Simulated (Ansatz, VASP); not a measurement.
# Two plane-wave programs on LaSc2F

INCAR

```
SYSTEM = LaSc2F
ALGO     = Normal         ! electronic algorithm
EDIFF    = 1E-6           ! SCF threshold, eV
ENCUT    = 520            ! plane-wave cutoff, eV
GGA      = PE             ! functional
ISIF     = 2              ! what is computed and relaxed
ISMEAR   = 0              ! smearing method
LASPH    = .True.         ! aspherical terms in the spheres
LCHARG   = .False.        ! write CHGCAR
LREAL    = .False.        ! projectors in reciprocal space
LWAVE    = .False.        ! write WAVECAR
NBANDS   = 28             ! bands
NELM     = 80             ! most SCF steps
PREC     = Accurate       ! precision mode
SIGMA    = 0.1            ! smearing width, eV
```

The input KPOINTS:

```
k-points
0
Gamma
  4 4 4
  0 0 0
```

File POSCAR:

```
LaSc2F
1.0
    3.9334405400      0.0000000000      0.0000000000
    0.0000000000      3.9334405400      0.0000000000
    0.0000000000      0.0000000000      5.3462919300
La Sc F
1 2 1
Direct
    0.5000000000      0.5000000000      0.5000000000
    0.0000000000      0.0000000000      0.5000000000
    0.5000000000      0.5000000000      0.0000000000
    0.0000000000      0.0000000000      0.0000000000
```

Input for Ansatz:

```yaml
crystal:
  lattice:
    - [3.93344054, 0.0, 0.0]
    - [0.0, 3.93344054, 0.0]
    - [0.0, 0.0, 5.34629193]
  atoms:
    - { symbol: La, position: [0.5, 0.5, 0.5] }
    - { symbol: Sc, position: [0.0, 0.0, 0.5] }
    - { symbol: Sc, position: [0.5, 0.5, 0.0] }
    - { symbol: F, position: [0.0, 0.0, 0.0] }
basis:
  ecutwfc: 420
kpoints:
  mp_grid: { grid: [4, 4, 4] }
hamiltonian:
  xc: pbe
scf:
  occupations: { method: gaussian, width: 0.1 }
  lower_state_search: "off"
output:
  forces: true
  stress: true
  eigenvalues: true
```

Change from the starting cell: species swapped into the LiNdS2 type (P4/mmm, No. 123).

Alike in both runs: task single point; functional PBE; k mesh 4 × 4 × 4; occupations gaussian, width 0.1 eV; no spin polarisation.

|  | VASP | Ansatz |
| --- | --- | --- |
| version | VASP 6.6.1 | Ansatz 0.2.0 |
| potentials or method | VASP PAW PBE potentials, release 64 (La, Sc_sv, F), cutoff 520 eV | scalar-relativistic, plane waves, PAW |
| valence electrons in the cell | 40 | 40 |

|  | VASP | Ansatz | Ansatz less VASP |
| --- | --- | --- | --- |
| gap on the k mesh at the Fermi level (eV) | none | none | - |
| pressure (GPa) | 6.3 | 6.2 | -0.16 |
| traceless stress, the component that is largest in VASP (GPa) | 1.79 | 1.75 | -0.045 |

A gap of «none» marks a metal or a gap that the smearing closes. With one functional, cell and mesh, what is left measures potentials, basis and numerics.

The k mesh is coarse, so the values compare programs but aren't converged. Neither program's run includes spin-orbit coupling.
